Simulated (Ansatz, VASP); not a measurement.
Two plane-wave programs on NaCl

File INCAR:

```
SYSTEM = NaCl
ALGO = Normal ; EDIFF = 1E-6
ENCUT = 520 ; GGA = PE
ISIF = 2 ; ISMEAR = 0
LASPH = .True. ; LCHARG = .False.
LREAL = .False. ; LWAVE = .False.
NBANDS = 22 ; NELM = 100
PREC = Accurate ; SIGMA = 0.01
```

KPOINTS

```
k-points
0
Gamma
  6 6 4
  0 0 0
```

The input POSCAR:

```
NaCl
1.0
    4.6823664934      0.0000000000      0.0000000000
   -2.3411832467      4.0550483331      0.0000000000
    0.0000000000      0.0000000000      5.5425597834
Na Cl
2 2
Direct
    0.3333333333      0.6666666667     -0.0625106965
    0.6666666667      0.3333333333      0.4374893035
    0.3333333333      0.6666666667      0.4375106965
    0.6666666667      0.3333333333      0.9375106965
```

Input for Ansatz:

```yaml
crystal:
  lattice:
    - [4.6823664934, 0.0, 0.0]
    - [-2.3411832467, 4.0550483331, 0.0]
    - [0.0, 0.0, 5.5425597834]
  atoms:
    - { symbol: Na, position: [0.3333333333, 0.6666666667, -0.0625106965] }
    - { symbol: Na, position: [0.6666666667, 0.3333333333, 0.4374893035] }
    - { symbol: Cl, position: [0.3333333333, 0.6666666667, 0.4375106965] }
    - { symbol: Cl, position: [0.6666666667, 0.3333333333, 0.9375106965] }
kpoints:
  mp_grid: { grid: [6, 6, 4] }
hamiltonian:
  xc: pbe
scf:
  occupations: { method: fixed }
  n_extra_bands: 5
output:
  forces: true
  stress: true
  eigenvalues: true
```

Alike in both runs: task single point; functional PBE; k mesh 6 × 6 × 4; no spin polarisation.

|  | VASP | Ansatz |
| --- | --- | --- |
| version | VASP 6.6.1 | Ansatz 0.2.0 |
| potentials or method | VASP PAW PBE potentials, release 64 (Na_pv, Cl) | plane waves, PAW |
| plane-wave cutoff (eV) | 520 | 420 |
| occupations | gaussian, width 0.01 eV | fixed |
| valence electrons in the cell | 28 | 32 |

|  | VASP | Ansatz | Ansatz less VASP |
| --- | --- | --- | --- |
| gap on the k mesh at the Fermi level (eV) | 4.88 | 4.88 | +0.001 |
| pressure (GPa) | 1.3 | 1.4 | +0.02 |
| traceless stress, the component that is largest in VASP (GPa) | 0.10 | 0.11 | +0.004 |

VASP's potentials hold 28 valence electrons a cell and Ansatz's 32, so a difference there can come from the potentials and not from the codes.
